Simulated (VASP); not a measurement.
Write the native input for VASP 6.6.1 that does the following.

- Task: single point
- Functional: PBE
- Potentials or basis: VASP PAW PBE potentials, release 64 (Zn, O)
- Cutoff: 520 eV
- k mesh: 14 × 14 × 8
- Occupations: fermi-dirac, width 0.1 eV
- Spin: no spin polarisation
- Dipole correction: no
- Further INCAR settings: ALGO = Normal; EDIFF = 1e-07; NBANDS = 26

The structure of ZnO (wurtzite type) lies in POSCAR:

```
ZnO
1.0
    2.3667881565      0.0000000000      0.0000000000
   -1.1833940782      2.0496986689      0.0000000000
    0.0000000000      0.0000000000      5.4811035479
Zn O
2 2
Direct
    0.3333333333      0.6666666667      0.0391249365
    0.6666666667      0.3333333333      0.5391249365
    0.3333333333      0.6666666667      0.3368750635
    0.6666666667      0.3333333333      0.8368750635
```

These files were run (other wordings do the same):

INCAR

```
PREC = Accurate ; ENCUT = 520
EDIFF = 1E-7 ; ISMEAR = -1
SIGMA = 0.1 ; LREAL = False
LASPH = True ; NELM = 80
ALGO = Normal ; ISIF = 2
LWAVE = False ; LCHARG = False
GGA = PE ; NBANDS = 26
```

KPOINTS

```
Automatic mesh
0
Gamma
  14 14 8
```

Potentials or basis: VASP PAW PBE potentials, release 64 (Zn, O).

Launch:

```bash
$ cat potpaw_PBE.64/Zn/POTCAR potpaw_PBE.64/O/POTCAR > POTCAR
$ mpirun -np 1 vasp_std > vasp.out
```

Results of the run:

```
Pressure               : 237.2 GPa
Largest force          : 0.142 eV/Å
Band gap on the k mesh : 1.25 eV
```

Caveat: the cell stands under pressure.

Wall time 48 s on 1 thread of Intel(R) Xeon(R) 6975P-C (Granite Rapids), with other jobs on the host, peak memory 0.18 GiB.
